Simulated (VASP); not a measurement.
Write the native input for VASP 6.6.1 that does the following.

| Property | Result |
| --- | --- |
| Task | single point |
| Functional | PBEsol |
| Potentials or basis | VASP PAW PBE potentials, release 64 (Al, O) |
| Cutoff | 520 eV |
| k mesh | 10 × 10 × 4 |
| Occupations | fermi-dirac, width 0.05 eV |
| Spin | no spin polarisation |
| Dipole correction | no |
| Further INCAR settings | ALGO = Normal; EDIFF = 1e-06; NBANDS = 20 |

The structure of Al2O3 lies in POSCAR:

```
Al2O3
1.0
    2.9767007536      0.0000000000      0.0000000000
   -1.4883503768      2.5778984721      0.0000000000
    0.0000000000      0.0000000000      7.4722635069
Al O
2 3
Direct
    0.0000000000      0.0000000000      0.7220490000
    0.0000000000      0.0000000000      0.2779510000
    0.0000000000      0.0000000000      0.5000000000
    0.6666666667      0.3333333333      0.8005460000
    0.3333333333      0.6666666667      0.1994540000
```

This cell differs from its parent crystal: volume scaled by 0.96.

The input as run:

INCAR

```
SYSTEM = Al2O3
PREC = Accurate
ENCUT = 520
EDIFF = 1E-6
ISMEAR = -1
SIGMA = 0.05
LREAL = .False.
LASPH = .True.
NELM = 80
ALGO = Normal
ISIF = 2
LWAVE = .False.
LCHARG = .False.
GGA = PS
NBANDS = 20
```

KPOINTS

```
Automatic mesh
0
Gamma
  10 10 4
  0 0 0
```

Potentials or basis: VASP PAW PBE potentials, release 64 (Al, O).

Run with:

```bash
$ cat potpaw_PBE.64/Al/POTCAR potpaw_PBE.64/O/POTCAR > POTCAR
$ mpirun -np 1 vasp_std > vasp.out
```

It gave:

```yaml
Pressure: 3.4 GPa
Largest_force: 0.313 eV/Å
Band_gap_on_the_k_mesh: 2.48 eV, direct
```

Caveat: the PAW data sets were made with another functional, which shifts forces and pressure a little.

It took 68 s on 1 thread of AMD EPYC 7R43 64-Core Processor (Zen 3), with other jobs on the host, peak memory 0.17 GiB.
